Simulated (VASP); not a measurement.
# Rb (P6_3/mmc) in VASP: a series of runs

The runs below take Rb through single point, with LDA.

Program: VASP 6.6.1. These are calculated values, not measurements. Logs are shortened: lines on timing, memory, paths and dates and some standing lists are left out, and cuts for length are marked.

### Step 1. The cell of the first run

It takes space group P6_3/mmc (No. 194, hexagonal). The conventional cell has a = 3.615 Å, b = 3.615 Å, c = 5.971 Å, α = 90.00°, β = 90.00°, γ = 120.00°. Within 4.7 Å of Rb (site symmetry -6m2) lie 12 Rb at 3.61 to 3.64 Å.

This isn't the form of Rb at room conditions, which is bcc.

### Step 2. Single point, LDA

INCAR reads:

```
ALGO = Normal
EDIFF = 1E-7
ENCUT = 520
ISIF = 2
ISMEAR = -1
LASPH = True
LCHARG = False
LREAL = False
LWAVE = False
NBANDS = 16
NELM = 60
PREC = Accurate
SIGMA = 0.1
```

KPOINTS reads:

```
k-points
0
Gamma
  12 12 7
```

POSCAR reads:

```
Rb
1.0
    3.6149214904      0.0000000000      0.0000000000
   -1.8074607452      3.1306138434      0.0000000000
    0.0000000000      0.0000000000      5.9712555302
Rb
2
Direct
    0.3333333333      0.6666666667      0.2500000000
    0.6666666667      0.3333333333      0.7500000000
```

Potentials or basis: VASP PAW LDA potentials, release 64 (Rb_sv).

Run with:

```
$ cat potpaw_LDA.64/Rb_sv/POTCAR > POTCAR
$ mpirun -np 1 vasp_std > vasp.out
```

OUTCAR:

```text
EDIFF = 1E-7
   ENCUT = 520
   ISIF = 2
   ISMEAR = -1
   LASPH = True
   LREAL = False
   NELM = 60
   PREC = Accurate

 ion  position               nearest neighbor table
   1  0.333  0.667  0.250-   2 3.64   2 3.64   2 3.64   2 3.64   2 3.64   2 3.64   2 5.13   2 5.13
                             2 5.13   2 5.13   2 5.13   2 5.13
   2  0.667  0.333  0.750-   1 3.64   1 3.64   1 3.64   1 3.64   1 3.64   1 3.64   1 5.13   1 5.13
                             1 5.13   1 5.13   1 5.13   1 5.13

  LATTYP: Found a hexagonal cell.
 ALAT       =     3.6149214904
 C/A-ratio  =     1.6518354675

  Lattice vectors:

 A1 = (   3.6149214904,   0.0000000000,   0.0000000000)
 A2 = (  -1.8074607452,   3.1306138434,   0.0000000000)
 A3 = (   0.0000000000,   0.0000000000,   5.9712555302)

Analysis of symmetry for initial positions (statically):
=====================================================================
 Subroutine PRICEL returns:
 Original cell was already a primitive cell.

 Routine SETGRP: Setting up the symmetry group for a
 hexagonal supercell.

 Subroutine GETGRP returns: Found 24 space group operations
 (whereof 12 operations were pure point group operations)
 out of a pool of 24 trial point group operations.

The static configuration has the point symmetry D_3d.
 The point group associated with its full space group is D_6h.

Analysis of symmetry for dynamics (positions and initial velocities):
=====================================================================
 Subroutine PRICEL returns:
 Original cell was already a primitive cell.

 Routine SETGRP: Setting up the symmetry group for a
 hexagonal supercell.

 Subroutine GETGRP returns: Found 24 space group operations
 (whereof 12 operations were pure point group operations)
 out of a pool of 24 trial point group operations.

The dynamic configuration has the point symmetry D_3d.
 The point group associated with its full space group is D_6h.

 Subroutine INISYM returns: Found 24 space group operations
 (whereof 12 operations are pure point group operations),
 and found     1 'primitive' translations

----------------------------------------------------------------------------------------

                                     Primitive cell

  volume of cell :      67.5762

  direct lattice vectors                    reciprocal lattice vectors
     3.614921490  0.000000000  0.000000000     0.276631181  0.159713087  0.000000000
    -1.807460745  3.130613843  0.000000000     0.000000000  0.319426173  0.000000000
     0.000000000  0.000000000  5.971255530     0.000000000  0.000000000  0.167468968

  length of vectors
     3.614921490  3.614921490  5.971255530     0.319426173  0.319426173  0.167468968

  position of ions in fractional coordinates (direct lattice)
     0.333333333  0.666666667  0.250000000
     0.666666667  0.333333333  0.750000000

  ion indices of the primitive-cell ions
   primitive index   ion index
                 1           1
                 2           2

----------------------------------------------------------------------------------------

 KPOINTS: k-points

Automatic generation of k-mesh.
 Grid dimensions read from file:
 generate k-points for:   12   12    7

 Generating k-lattice:

  Cartesian coordinates                     Fractional coordinates (reciprocal lattice)
     0.023052598  0.013309424  0.000000000     0.083333333  0.000000000  0.000000000
     0.000000000  0.026618848  0.000000000     0.000000000  0.083333333  0.000000000
     0.000000000  0.000000000  0.023924138     0.000000000  0.000000000  0.142857143

  Length of vectors
     0.026618848  0.026618848  0.023924138

  Shift w.r.t. Gamma in fractional coordinates (k-lattice)
     0.000000000  0.000000000  0.000000000

 Subroutine IBZKPT returns following result:
 ===========================================

 Found     76 irreducible k-points:

 Following reciprocal coordinates:
            Coordinates               Weight
  0.000000  0.000000  0.000000      1.000000
  0.083333 -0.000000  0.000000      6.000000
  0.166667  0.000000  0.000000      6.000000
  0.250000 -0.000000  0.000000      6.000000
  0.333333  0.000000  0.000000      6.000000
  0.416667  0.000000  0.000000      6.000000
[... 16 lines left out ...]
  0.250000 -0.000000  0.142857     12.000000
  0.333333  0.000000  0.142857     12.000000
 [... further k-points ...]
   k-points           NKPTS =     76   k-points in BZ     NKDIM =     76   number of bands    NBANDS=     16
   number of dos      NEDOS =    301   number of ions     NIONS =      2
   total plane-waves  NPLWV =  37632
   dimension x,y,z NGX =    28 NGY =   28 NGZ =   48
   dimension x,y,z NGXF=    56 NGYF=   56 NGZF=   96
   ions per type =               2
   NGX,Y,Z   is equivalent  to a cutoff of  12.88, 12.88, 13.36 a.u.
   NGXF,Y,Z  is equivalent  to a cutoff of  25.75, 25.75, 26.73 a.u.
 SYSTEM =  unknown system
   PREC   = accura    normal or accurate (medium, high low for compatibility)
   ISTART =      0    job   : 0-new  1-cont  2-samecut
   ICHARG =      2    charge: 1-file 2-atom 10-const
   ISPIN  =      1    spin polarized calculation?
   LNONCOLLINEAR =      F non collinear calculations
   LSORBIT =      F    spin-orbit coupling
   LASPH  =      T    aspherical Exc in radial PAW
   ENCUT  =  520.0 eV  38.22 Ry    6.18 a.u.   6.72  6.72 11.10*2*pi/ulx,y,z
   NELM   =     60;   NELMIN=  2; NELMDL= -5     # of ELM steps
   EDIFF  = 0.1E-06   stopping-criterion for ELM
   LREAL  =      F    real-space projection
   EDIFFG = 0.1E-05   stopping-criterion for IOM
   NSW    =      0    number of steps for IOM
   IBRION =     -1    ionic relax: 0-MD 1-quasi-New 2-CG
   NFREE  =      0    steps in history (QN), initial steepest desc. (CG)
   ISIF   =      2    stress and relaxation
   ISYM   =      2    0-nonsym 1-usesym 2-fastsym
   POTIM  = 0.5000    time-step for ionic-motion
   TEBEG  =    0.0;   TEEND  =   0.0 temperature during run
   PSTRESS=    0.0 pullay stress
   NELECT =      18.0000    total number of electrons
   NUPDOWN=      -1.0000    fix difference up-down
   EMIN   =  10.00;   EMAX   =-10.00  energy-range for DOS
   EFERMI =   0.00;   METHOD = LEGACY
   ISMEAR =    -1;   SIGMA  =   0.10  broadening in eV -4-tet -1-fermi 0-gaus
   EFERMI_NEDOS =   21; number of points for ismear=-14 and -15
   IALGO  =     38    algorithm
   IMIX   =      4    mixing-type and parameters
     AMIX     =   0.40;   BMIX     =  1.00
     AMIX_MAG =   1.60;   BMIX_MAG =  1.00
  volume/ion in A,a.u.               =      33.79       228.01
  Fermi-wavevector in a.u.,A,eV,Ry     =   1.053338  1.990520 15.095942  1.109520
  Thomas-Fermi vector in A             =   2.188456
   LORBIT       =      0    0 simple, 1 ext, 2 COOP (PROOUT), +10 PAW based schemes
   GGA     = CA    functional components
   LHFCALC =     F    Hartree Fock is set to
   AEXX    =    0.0000 exact exchange contribution
   IVDW    =     0    specifies the selected vdW correction
   LEPSILON=     F    determine dielectric tensor
   LRPA    =     F    only Hartree local field effects (RPA)
 non-spin polarized calculation
  energy-cutoff  :      520.00
  volume of cell :       67.58
 maximum number of plane-waves:      1840
 NGX is ok and might be reduce to    28
   NGX = 13   NGY = 13   NGZ = 23

 number of electron      18.0000000 magnetization

 Free energy of the ion-electron system (eV)
  ---------------------------------------------------
  ext. energy  EPLUGINS =         0.00000000
  ---------------------------------------------------
  free energy    TOTEN  =        -0.40499119 eV

  energy without entropy =       -0.33212993  energy(sigma->0) =       -0.36856056

 E-fermi :   3.3880     XC(G=0):  -8.8930

 val. band max:        3.3853812382   @ k =   0.5000  -0.0000   0.0000
 cond. band min:       3.4040062908   @ k =   0.5000  -0.0000   0.1429
 fundamental gap:      0.0186250526
 Fermi energy:         3.3880312012

 k-point     1 :       0.0000    0.0000    0.0000
  band No.  band energies     occupation
      1     -25.7713      2.00000
      2     -25.5263      2.00000
      3     -10.8196      2.00000
      4      -9.2605      2.00000
      5      -9.2605      2.00000
      6      -9.0869      2.00000
[... 8 lines left out ...]
     15       8.1668      0.00000
     16       8.1668      0.00000

 k-point     2 :       0.0833   -0.0000    0.0000
  band No.  band energies     occupation
      1     -25.7564      2.00000
      2     -25.5184      2.00000
      3     -10.7815      2.00000
      4      -9.3662      2.00000
      5      -9.2912      2.00000
      6      -9.1792      2.00000
[... 8 lines left out ...]
     15       7.8608      0.00000
     16       8.3539      0.00000

 k-point     3 :       0.1667    0.0000    0.0000
  band No.  band energies     occupation
      1     -25.7146      2.00000
      2     -25.4974      2.00000
      3     -10.6716      2.00000
      4      -9.6498      2.00000
      5      -9.4599      2.00000
      6      -9.3703      2.00000
[... 8 lines left out ...]
     15       8.0716      0.00000
     16       8.1653      0.00000

 k-point     4 :       0.2500   -0.0000    0.0000
  band No.  band energies     occupation
      1     -25.6546      2.00000
      2     -25.4705      2.00000
      3     -10.5040      2.00000
      4     -10.0218      2.00000
      5      -9.8015      2.00000
      6      -9.4705      2.00000
[... 8 lines left out ...]
     15       7.8503      0.00000
     16       8.8770      0.00000

 k-point     5 :       0.3333    0.0000    0.0000
  band No.  band energies     occupation
      1     -25.5896      2.00000
      2     -25.4473      2.00000
      3     -10.3729      2.00000
      4     -10.3031      2.00000
      5     -10.1111      2.00000
      6      -9.5645      2.00000
[... 8 lines left out ...]
     15       7.4481      0.00000
     16       9.8405      0.00000

 k-point     6 :       0.4167    0.0000    0.0000
  band No.  band energies     occupation
      1     -25.5358      2.00000
      2     -25.4357      2.00000
      3     -10.6171      2.00000
      4     -10.3236      2.00000
      5     -10.1118      2.00000
      6      -9.6303      2.00000
[... 8 lines left out ...]
     15       7.4434      0.00000
     16      10.9793      0.00000

 k-point     7 :       0.5000   -0.0000    0.0000
  band No.  band energies     occupation
      1     -25.5131      2.00000
      2     -25.4343      2.00000
      3     -10.7038      2.00000
      4     -10.3990      2.00000
      5     -10.0191      2.00000
      6      -9.6538      2.00000
[... 8 lines left out ...]
     15       7.6217      0.00000
     16      11.7533      0.00000

 k-point     8 :       0.0833    0.0833    0.0000
  band No.  band energies     occupation
      1     -25.7280      2.00000
      2     -25.5040      2.00000
      3     -10.7075      2.00000
      4      -9.5355      2.00000
      5      -9.4435      2.00000
      6      -9.2869      2.00000
[... 8 lines left out ...]
     15       7.9308      0.00000
     16       8.0599      0.00000

 k-point     9 :       0.1667    0.0833    0.0000
  band No.  band energies     occupation
      1     -25.6770      2.00000
      2     -25.4800      2.00000
      3     -10.5684      2.00000
      4      -9.8411      2.00000
      5      -9.7230      2.00000
      6      -9.4094      2.00000
[... 8 lines left out ...]
     15       8.1802      0.00000
     16       8.4048      0.00000
[... 172 lines left out ...]
 k-point    19 :       0.3333    0.3333    0.0000
  band No.  band energies     occupation
      1     -25.4514      2.00000
      2     -25.4514      2.00000
      3     -10.4084      2.00000
      4     -10.1596      2.00000
      5     -10.1596      2.00000
      6      -9.8632      2.00000
[... 8 lines left out ...]
     15       7.8634      0.00000
     16      10.6114      0.00000

 k-point    20 :       0.0000    0.0000    0.1429
  band No.  band energies     occupation
      1     -25.7596      2.00000
      2     -25.5389      2.00000
      3     -10.7467      2.00000
      4      -9.2511      2.00000
      5      -9.2511      2.00000
      6      -9.1912      2.00000
[... 8 lines left out ...]
     15       8.0282      0.00000
     16       8.0282      0.00000

 k-point    21 :       0.0833   -0.0000    0.1429
  band No.  band energies     occupation
      1     -25.7450      2.00000
      2     -25.5307      2.00000
      3     -10.7124      2.00000
      4      -9.3553      2.00000
      5      -9.2810      2.00000
      6      -9.2619      2.00000
[... 8 lines left out ...]
     15       7.8021      0.00000
     16       8.1903      0.00000

 k-point    22 :       0.1667    0.0000    0.1429
  band No.  band energies     occupation
      1     -25.7041      2.00000
      2     -25.5085      2.00000
      3     -10.6162      2.00000
      4      -9.6352      2.00000
      5      -9.5126      2.00000
      6      -9.3581      2.00000
[... 8 lines left out ...]
     15       7.8948      0.00000
     16       8.4903      0.00000

 k-point    23 :       0.2500   -0.0000    0.1429
  band No.  band energies     occupation
      1     -25.6457      2.00000
      2     -25.4798      2.00000
      3     -10.4865      2.00000
      4      -9.9881      2.00000
      5      -9.8341      2.00000
      6      -9.4562      2.00000
[... 8 lines left out ...]
     15       7.8889      0.00000
     16       9.0387      0.00000

 k-point    24 :       0.3333    0.0000    0.1429
  band No.  band energies     occupation
      1     -25.5827      2.00000
      2     -25.4545      2.00000
      3     -10.4750      2.00000
      4     -10.2275      2.00000
      5     -10.0735      2.00000
      6      -9.5485      2.00000
[... 8 lines left out ...]
     15       7.5619      0.00000
     16       9.8088      0.00000

 [... further k-points ...]

------------------------ aborting loop because EDIFF is reached ----------------------------------------

  FORCE on cell =-STRESS in cart. coord.  units (eV):
  Direction    XX          YY          ZZ          XY          YZ          ZX
  --------------------------------------------------------------------------------------
  -------------------------------------------------------------------------------------
  Total        4.6453449      4.6453449      4.6481901      0.0000000      0.0000000      0.0000000
  in kB      110.1373229    110.1373229    110.2047813      0.0000000      0.0000000      0.0000000
  external PRESSURE =     110.1598090 kB  Pullay stress =       0.0000000 kB

 VOLUME and BASIS-vectors are now :
 -----------------------------------------------------------------------------
  energy-cutoff  :      520.00
  volume of cell :       67.58
      direct lattice vectors                 reciprocal lattice vectors
     3.614921490  0.000000000  0.000000000     0.276631181  0.159713087  0.000000000
    -1.807460745  3.130613843  0.000000000     0.000000000  0.319426173  0.000000000
     0.000000000  0.000000000  5.971255530     0.000000000  0.000000000  0.167468968

 POSITION                                       TOTAL-FORCE (eV/Angst)
 -----------------------------------------------------------------------------------
     -0.00000      2.08708      1.49281        -0.000000     -0.000000      0.000000
      1.80746      1.04354      4.47844         0.000000      0.000000      0.000000
 -----------------------------------------------------------------------------------
    total drift:                               -0.000000      0.000000     -0.000000

  FREE ENERGIE OF THE ION-ELECTRON SYSTEM (eV)
  ---------------------------------------------------
  free  energy   TOTEN  =        -0.4049911905 eV

  energy  without entropy=       -0.3321299318  energy(sigma->0) =       -0.36856056
```

Wall time 24 s (1 thread of Intel Xeon 6975P-C (Granite Rapids), shared host); peak memory 0.19 GiB.

Results:

| Property | Result |
| --- | --- |
| Free energy | -0.4050 eV |
| Pressure | 11.0 GPa |
| Band gap on the k mesh | zero (bands 9 and 10 overlap by 2.11 eV) |

Caveat: the cell stands under pressure.

(Part 1 of 2 ends here.)
